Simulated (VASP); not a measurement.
# C (P-6m2) in VASP: further runs, part 2 of 2

VASP 6.6.1. The steps go on from the part before.

**4. Single point, PBEsol**

This run uses another cell than the first one: it holds 16 atoms, not 12.

The input, INCAR:

```
PREC = Accurate ; ENCUT = 520
EDIFF = 1E-7 ; ISMEAR = 0
SIGMA = 0.02 ; LREAL = Auto
LASPH = T ; NELM = 80
ALGO = Normal ; ISIF = 2
LWAVE = F ; LCHARG = F
GGA = PS ; NBANDS = 46
```

The input, KPOINTS:

```
regular mesh
0
Gamma
  12 12 2
```

The input, POSCAR:

```
C
1.0
    2.5055483664      0.0000000000      0.0000000000
   -1.2527741832      2.1698685357      0.0000000000
    0.0000000000      0.0000000000     16.5301764424
C
16
Direct
    0.0000000000      0.0000000000     -0.0005007796
    0.0000000000      0.0000000000      0.0925049230
    0.3333333333      0.6666666667      0.1238211462
    0.3333333333      0.6666666667      0.2181804056
    0.0000000000      0.0000000000      0.2497423368
    0.0000000000      0.0000000000      0.3440076632
    0.3333333333      0.6666666667      0.3755695944
    0.3333333333      0.6666666667      0.4699288538
    0.0000000000      0.0000000000      0.5012450770
    0.0000000000      0.0000000000      0.5942507796
    0.6666666667      0.3333333333      0.6253436805
    0.6666666667      0.3333333333      0.7183605846
    0.3333333333      0.6666666667      0.7496366965
    0.3333333333      0.6666666667      0.8441133035
    0.6666666667      0.3333333333      0.8753894154
    0.6666666667      0.3333333333      0.9684063195
```

On the command line:

```bash
$ cat potpaw_PBE.64/C/POTCAR > POTCAR
$ mpirun -np 1 vasp_std > vasp.out
```

It took 3.5 min on 1 thread of Intel Xeon Platinum 8375C at 2.90GHz (Ice Lake), shared host; peak memory 0.25 GiB.

The run converged. Its results:

- Free energy: -153.8413 eV
- Pressure: 1.1 GPa
- Largest force: 0.005 eV/Å
- Band gap on the k mesh: 4.19 eV, indirect (least direct gap 5.21 eV)

Forces in eV/Å, atoms in the order of the input:
```
C    0.000  0.000  0.003
C    0.000  0.000  0.004
C    0.000  0.000  0.003
C    0.000  0.000 -0.003
C    0.000  0.000  0.005
C    0.000  0.000 -0.005
C    0.000  0.000  0.003
C    0.000  0.000 -0.003
C    0.000  0.000 -0.004
C    0.000  0.000 -0.003
C    0.000  0.000  0.002
C    0.000  0.000  0.000
C    0.000  0.000  0.004
C    0.000  0.000 -0.004
C    0.000  0.000  0.000
C    0.000  0.000 -0.002
```

Stress tensor (GPa, compression positive):
```
1.20 0.00 0.00
0.00 1.20 0.00
0.00 0.00 1.01
```

Levels at points of the mesh, in eV from the valence-band top:
| k point | band 28 | band 29 | band 30 | band 31 | band 32 | band 33 | band 34 | band 35 | band 36 | band 37 |
| --- | --- | --- | --- | --- | --- | --- | --- | --- | --- | --- |
| (0.00, 0.00, 0.00) | -0.63 | -0.63 | -0.25 | 0.00 | 0.00 | 5.21 | 5.21 | 5.43 | 5.93 | 5.93 |
| (0.50, 0.00, 0.00) | -3.92 | -3.88 | -3.75 | -3.72 | -3.02 | 4.46 | 4.81 | 4.83 | 5.62 | 5.68 |
| (0.00, 0.00, 0.50) | -0.97 | -0.24 | -0.24 | -0.15 | -0.15 | 5.35 | 5.35 | 5.55 | 5.55 | 5.83 |
| (0.50, 0.00, 0.50) | -4.38 | -4.30 | -3.69 | -3.22 | -3.21 | 4.54 | 4.55 | 5.23 | 5.28 | 5.35 |

Caveat: the PAW data sets were made with another functional, which shifts forces and pressure a little. A hybrid or GW would open this gap; PBEsol tends to underestimate it.

**5. Single point, PBEsol**

This run uses another cell than the first one: it holds 20 atoms, not 12.

The input, INCAR:

```
PREC = Accurate
ENCUT = 520
EDIFF = 1E-6
ISMEAR = 0
SIGMA = 0.02
LREAL = Auto
LASPH = T
NELM = 100
ALGO = Normal
ISIF = 2
LWAVE = F
LCHARG = T
GGA = PS
LELF = T
LVHAR = T
NBANDS = 56
```

KPOINTS is that of step 4.

The input, POSCAR:

```
C
1.0
    2.5014490553      0.0000000000      0.0000000000
   -1.2507245277      2.1663184281      0.0000000000
    0.0000000000      0.0000000000     20.7475312330
C
20
Direct
    0.0000000000      0.0000000000      0.0002258888
    0.0000000000      0.0000000000      0.0753191069
    0.3333333333      0.6666666667      0.1004771873
    0.3333333333      0.6666666667      0.1756412278
    0.0000000000      0.0000000000      0.2006135391
    0.0000000000      0.0000000000      0.2746566040
    0.6666666667      0.3333333333      0.2996287211
    0.6666666667      0.3333333333      0.3747937312
    0.0000000000      0.0000000000      0.3999510269
    0.0000000000      0.0000000000      0.4750489731
    0.6666666667      0.3333333333      0.5002062688
    0.6666666667      0.3333333333      0.5753712789
    0.0000000000      0.0000000000      0.6003433960
    0.0000000000      0.0000000000      0.6743864609
    0.3333333333      0.6666666667      0.6993587722
    0.3333333333      0.6666666667      0.7745228127
    0.0000000000      0.0000000000      0.7996808931
    0.0000000000      0.0000000000      0.8747741112
    0.3333333333      0.6666666667      0.8999549844
    0.3333333333      0.6666666667      0.9750450156
```

On the command line:

```bash
$ cat potpaw_PBE.64/C/POTCAR > POTCAR
$ mpirun -np 1 vasp_std > vasp.out
```

Wall time 5.7 min (1 thread of Intel Xeon Platinum 8375C at 2.90GHz (Ice Lake), shared host); peak memory 0.31 GiB.

It converged, with:

- Free energy: -192.1486 eV
- Pressure: 1.1 GPa
- Largest force: 0.018 eV/Å
- Band gap on the k mesh: 3.65 eV, indirect (least direct gap 5.04 eV)

Forces on the atoms (eV/Å):
```
C    0.000  0.000  0.011
C    0.000  0.000  0.000
C    0.000  0.000  0.004
C    0.000  0.000 -0.012
C    0.000  0.000  0.018
C    0.000  0.000 -0.014
C    0.000  0.000  0.012
C    0.000  0.000 -0.014
C    0.000  0.000  0.007
C    0.000  0.000 -0.007
C    0.000  0.000  0.014
C    0.000  0.000 -0.012
C    0.000  0.000  0.014
C    0.000  0.000 -0.018
C    0.000  0.000  0.012
C    0.000  0.000 -0.004
C    0.000  0.000  0.000
C    0.000  0.000 -0.011
C    0.000  0.000  0.007
C    0.000  0.000 -0.007
```

Stress tensor (GPa, compression positive):
```
1.25 0.00 0.00
0.00 1.25 0.00
0.00 0.00 0.81
```

Levels at points of the mesh, in eV from the valence-band top:
| k point | band 36 | band 37 | band 38 | band 39 | band 40 | band 41 | band 42 | band 43 | band 44 | band 45 |
| --- | --- | --- | --- | --- | --- | --- | --- | --- | --- | --- |
| (0.00, 0.00, 0.00) | -0.42 | -0.42 | -0.40 | 0.00 | 0.00 | 5.04 | 5.04 | 5.35 | 5.49 | 5.49 |
| (0.50, 0.00, 0.00) | -4.39 | -4.20 | -3.59 | -3.58 | -3.11 | 4.40 | 4.63 | 4.64 | 5.32 | 5.32 |
| (0.00, 0.00, 0.50) | -0.87 | -0.14 | -0.14 | -0.11 | -0.11 | 5.15 | 5.15 | 5.21 | 5.21 | 5.63 |
| (0.50, 0.00, 0.50) | -4.08 | -4.07 | -4.06 | -3.24 | -3.24 | 4.46 | 4.46 | 4.92 | 4.93 | 5.57 |

Caveat: the PAW data sets were made with another functional, which shifts forces and pressure a little. A k mesh can miss the band edges.

**6. Summary**

```csv
cell,gap on the mesh (eV),pressure (GPa),largest force (eV/Å)
"a = 2.503, b = 2.503, c = 12.426 Å, angles 90.0, 90.0, 120.0°, 12 atoms",3.99,1.1,0.01
"a = 2.502, b = 2.502, c = 16.587 Å, angles 90.0, 90.0, 120.0°, 16 atoms",3.61,1.1,0.01
"a = 2.506, b = 2.506, c = 16.530 Å, angles 90.0, 90.0, 120.0°, 16 atoms",4.19,1.1,-
"a = 2.501, b = 2.501, c = 20.748 Å, angles 90.0, 90.0, 120.0°, 20 atoms",3.65,1.1,0.02
```

Alike in all rows: task single point; level PBEsol; potentials or basis VASP PAW PBE potentials, release 64 (C); no spin polarisation; k mesh 12 × 12 × 2; cutoff (eV) 520; smearing gaussian 0.02 eV.

Caveats: the PAW data sets were made with another functional, which shifts forces and pressure a little.

Total energies depend on the potentials used, so only differences within one code and one set of settings carry meaning.
